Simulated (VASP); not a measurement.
# TaN (Fm-3m) in VASP: settings compared, part 2 of 2

VASP 6.6.1. The steps go on from the part before.

**3. Single point, PBE0**

This run uses another cell than the first one, of 10.49 Å³/atom.

Contents of POSCAR:

```
TaN
1.0
    0.0000000000      2.1888305787      2.1888305787
    2.1888305787      0.0000000000      2.1888305787
    2.1888305787      2.1888305787      0.0000000000
Ta N
1 1
Direct
    0.5000000000      0.5000000000      0.5000000000
    0.0000000000      0.0000000000      0.0000000000
```

Contents of INCAR.step1:

```
ALGO = Normal
EDIFF = 1E-5
ENCUT = 520
GGA = PE
GGA_COMPAT = False
ISIF = 2
ISMEAR = -1
LASPH = True
LCHARG = False
LREAL = False
LWAVE = True
NBANDS = 15
NELM = 120
PREC = Accurate
SIGMA = 0.05
```

Contents of INCAR.step2:

```
AEXX = 0.25
ALGO = Normal
EDIFF = 1E-6
ENCUT = 520
GGA = PE
GGA_COMPAT = False
ISIF = 2
ISMEAR = -1
ISTART = 1
LASPH = True
LCHARG = False
LHFCALC = True
LREAL = False
LWAVE = False
NBANDS = 15
NELM = 120
PREC = Accurate
PRECFOCK = Normal
SIGMA = 0.05
```

Contents of KPOINTS:

```
k-points
0
Gamma
  5 5 5
```

Potentials or basis: VASP PAW PBE potentials, release 64 (Ta_pv, N).

The run is started by

```sh
$ cat potpaw_PBE.64/Ta_pv/POTCAR potpaw_PBE.64/N/POTCAR > POTCAR
$ cp INCAR.step1 INCAR
$ mpirun -np 1 vasp_std > vasp.out
$ cp INCAR.step2 INCAR
$ mpirun -np 1 vasp_std > vasp.out
```

OUTCAR:

```text
AEXX = 0.25
   EDIFF = 1E-6
   ENCUT = 520
   GGA = PE
   ISIF = 2
   ISMEAR = -1
   ISTART = 1
   LASPH = True
   LHFCALC = True
   LREAL = False
   NELM = 120
   PREC = Accurate
   PRECFOCK = Normal

 ion  position               nearest neighbor table
   1  0.500  0.500  0.500-   2 2.19   2 2.19   2 2.19   2 2.19   2 2.19   2 2.19
   2  0.000  0.000  0.000-   1 2.19   1 2.19   1 2.19   1 2.19   1 2.19   1 2.19

  LATTYP: Found a face centered cubic cell.
 ALAT       =     4.3776611574

  Lattice vectors:

 A1 = (   0.0000000000,   2.1888305787,   2.1888305787)
 A2 = (   2.1888305787,   0.0000000000,   2.1888305787)
 A3 = (   2.1888305787,   2.1888305787,   0.0000000000)

Analysis of symmetry for initial positions (statically):
=====================================================================
 Subroutine PRICEL returns:
 Original cell was already a primitive cell.

 Routine SETGRP: Setting up the symmetry group for a
 face centered cubic supercell.

 Subroutine GETGRP returns: Found 48 space group operations
 (whereof 48 operations were pure point group operations)
 out of a pool of 48 trial point group operations.

The static configuration has the point symmetry O_h .

[... 168 lines left out ...]
      8       6.8282      2.00000
      9       6.8282      2.00000
     10       6.8282      2.00000
     11       9.8214      1.99808
     12       9.8214      1.99808
     13      12.3380      0.00000
     14      19.9986      0.00000
[... 149 lines left out ...]
      2     -29.5422      2.00000
      3     -29.3202      2.00000
      4      -9.8287      2.00000
      5      -0.0132      2.00000
      6       1.4197      2.00000
      7       1.5052      2.00000
      8       7.9863      2.00000
      9      11.5831      0.00000
     10      13.9211      0.00000
     11      14.5062      0.00000
     12      16.9044      0.00000
     13      20.5046      0.00000
     14      21.7775      0.00000
     15      24.3950      0.00000

------------------------ aborting loop because EDIFF is reached ----------------------------------------

  FORCE on cell =-STRESS in cart. coord.  units (eV):
  Direction    XX          YY          ZZ          XY          YZ          ZX
  --------------------------------------------------------------------------------------
  -------------------------------------------------------------------------------------
  Total       -0.0637055     -0.0637055     -0.0637055      0.0000000      0.0000000      0.0000000
  in kB       -4.8665515     -4.8665515     -4.8665515      0.0000000      0.0000000      0.0000000
  external PRESSURE =      -4.8665515 kB  Pullay stress =       0.0000000 kB

 VOLUME and BASIS-vectors are now :
 -----------------------------------------------------------------------------
  energy-cutoff  :      520.00
  volume of cell :       20.97
      direct lattice vectors                 reciprocal lattice vectors
     0.000000000  2.188830579  2.188830579    -0.228432481  0.228432481  0.228432481
     2.188830579  0.000000000  2.188830579     0.228432481 -0.228432481  0.228432481
     2.188830579  2.188830579  0.000000000     0.228432481  0.228432481 -0.228432481

 POSITION                                       TOTAL-FORCE (eV/Angst)
 -----------------------------------------------------------------------------------
      2.18883      2.18883      2.18883        -0.000000     -0.000000     -0.000000
      0.00000      0.00000      0.00000         0.000000      0.000000      0.000000
 -----------------------------------------------------------------------------------
    total drift:                                0.000000      0.000000      0.000000

  FREE ENERGIE OF THE ION-ELECTRON SYSTEM (eV)
  ---------------------------------------------------
  free  energy   TOTEN  =       -27.3831925651 eV

  energy  without entropy=      -27.3831643614  energy(sigma->0) =      -27.38317846
```

OUTCAR.step1:

```text
EDIFF = 1E-5
   ENCUT = 520
   GGA = PE
   ISIF = 2
   ISMEAR = -1
[... 383 lines left out ...]
 -----------------------------------------------------------------------------------
      2.18883      2.18883      2.18883        -0.000000     -0.000000      0.000000
      0.00000      0.00000      0.00000         0.000000      0.000000     -0.000000
 -----------------------------------------------------------------------------------
    total drift:                                0.000000     -0.000000     -0.000000

  FREE ENERGIE OF THE ION-ELECTRON SYSTEM (eV)
  ---------------------------------------------------
  free  energy   TOTEN  =       -21.8413620207 eV

  energy  without entropy=      -21.8386534385  energy(sigma->0) =      -21.84000773
```

OSZICAR.step1:

```text
N       E                     dE             d eps       ncg     rms          rms(c)
DAV:   1     0.881523465761E+02    0.88152E+02   -0.87202E+03   300   0.111E+03
DAV:   2    -0.220099933866E+02   -0.11016E+03   -0.10429E+03   363   0.306E+02
DAV:   3    -0.247743252199E+02   -0.27643E+01   -0.27488E+01   349   0.446E+01
DAV:   4    -0.247858155961E+02   -0.11490E-01   -0.11490E-01   370   0.293E+00
DAV:   5    -0.247858724506E+02   -0.56854E-04   -0.56853E-04   356   0.201E-01    0.248E+01
DAV:   6    -0.219246722685E+02    0.28612E+01   -0.55633E+00   342   0.258E+01    0.104E+01
DAV:   7    -0.218739754535E+02    0.50697E-01   -0.44797E-01   328   0.561E+00    0.709E+00
DAV:   8    -0.218476613478E+02    0.26314E-01   -0.12708E-01   342   0.309E+00    0.174E+00
DAV:   9    -0.218414270857E+02    0.62343E-02   -0.16966E-02   321   0.107E+00    0.311E-01
DAV:  10    -0.218413792962E+02    0.47789E-04   -0.97445E-04   349   0.330E-01    0.509E-02
DAV:  11    -0.218413618280E+02    0.17468E-04   -0.34303E-05   321   0.681E-02    0.185E-02
DAV:  12    -0.218413620207E+02   -0.19272E-06   -0.53658E-06   221   0.199E-02
   1 F= -.21841362E+02 E0= -.21840008E+02  d E =-.270858E-02
```

Run time: 16 min. Hardware: 1 thread of Intel Xeon 8259CL, shared host; peak memory 0.16 GiB.

Results:

* Free energy: -27.3832 eV
* Pressure: -0.5 GPa
* Band gap on the k mesh: zero (bands 8 and 9 overlap by 4.44 eV)

Caveat: the k points lie up to 0.50 Å⁻¹ apart, too coarse for converged energies and pressures of a metal; the PAW data sets were made with another functional, which shifts forces and pressure a little; spin-orbit coupling is left out, which moves the levels of the heavy elements.

**4. Single point, r2SCAN+D3(BJ)**

Contents of POSCAR:

```
TaN
1.0
    0.0000000000      2.1790013100      2.1790013100
    2.1790013100      0.0000000000      2.1790013100
    2.1790013100      2.1790013100      0.0000000000
Ta N
1 1
Direct
    0.5000000000      0.5000000000      0.5000000000
    0.0000000000      0.0000000000      0.0000000000
```

Contents of INCAR.step1:

```
PREC = Accurate ; ENCUT = 520
ISMEAR = -1 ; SIGMA = 0.05
LREAL = F ; LASPH = T
NELM = 60 ; NBANDS = 15
GGA = PE ; ALGO = Normal
EDIFF = 1E-4 ; LWAVE = T
LCHARG = F
```

Contents of INCAR.step2:

```
PREC = Accurate ; ENCUT = 520
EDIFF = 1E-7 ; ISMEAR = -1
SIGMA = 0.05 ; LREAL = F
LASPH = T ; NELM = 60
ALGO = Normal ; ISIF = 2
LWAVE = F ; LCHARG = F
METAGGA = R2SCAN ; LMIXTAU = T
IVDW = 12 ; VDW_S6 = 1.0
VDW_S8 = 0.78981345 ; VDW_A1 = 0.49484001
VDW_A2 = 5.73083694 ; NBANDS = 15
ISTART = 1
```

Contents of KPOINTS:

```
Automatic mesh
0
Gamma
  10 10 10
```

The run is started by

```sh
$ cat potpaw_PBE.64/Ta_pv/POTCAR potpaw_PBE.64/N/POTCAR > POTCAR
$ cp INCAR.step1 INCAR
$ mpirun -np 1 vasp_std > vasp.out
$ cp INCAR.step2 INCAR
$ mpirun -np 1 vasp_std > vasp.out
```

Wall time 54 s (1 thread of Intel Xeon 8259CL, shared host); peak memory 0.16 GiB.

Results (log left out):

| Property | Result |
| --- | --- |
| Free energy | -60.0757 eV |
| Pressure | 8.2 GPa |
| Band gap on the k mesh | zero (bands 8 and 9 overlap by 4.25 eV) |
| Dispersion energy per atom | -0.229 eV |

Levels at points of the mesh, in eV from the Fermi level:
```tsv
k point	band 4	band 5	band 6	band 7	band 8	band 9	band 10	band 11	band 12	band 13
(0.00, 0.00, 0.00)	-20.27	-4.24	-4.24	-4.24	-2.27	-2.27	-2.27	0.10	0.10	2.00
(0.50, 0.00, 0.00)	-17.08	-11.09	-8.23	-8.23	1.98	1.98	2.13	4.15	8.10	8.10
(0.50, 0.50, 0.00)	-19.03	-7.17	-5.85	-5.08	-5.08	2.26	3.67	3.67	4.98	7.68
```

Caveat: three body term missing; the cell stands under pressure; the PAW data sets were made with another functional, which shifts forces and pressure a little; spin-orbit coupling is left out, which moves the levels of the heavy elements.

**5. The runs side by side**

| level | cell | k mesh | grid for exact exchange (PRECFOCK) | share of exact exchange | gap on the mesh (eV) | pressure (GPa) |
| --- | --- | --- | --- | --- | --- | --- |
| PBE0 | a = 3.082 Å, angles 60.0°, 2 atoms | 5 × 5 × 5 | Normal | 0.25 | none | 4.7 |
| PBE0 | a = 3.095 Å, angles 60.0°, 2 atoms | 5 × 5 × 5 | Normal | 0.25 | none | -0.5 |
| r2SCAN+D3(BJ) | a = 3.082 Å, angles 60.0°, 2 atoms | 10 × 10 × 10 | - | - | none | 8.2 |

Alike in all rows: task single point; potentials or basis VASP PAW PBE potentials, release 64 (Ta_pv, N); no spin polarisation; cutoff (eV) 520; smearing fermi-dirac 0.05 eV.

Caveats: some runs use coarse meshes; the PAW data sets were made with another functional, which shifts forces and pressure a little; spin-orbit coupling is left out, which moves the levels of the heavy elements; three body term missing (at least some runs); the cell stands under pressure (at least some runs).

Total energies depend on the potentials used, so only differences within one code and one set of settings carry meaning.
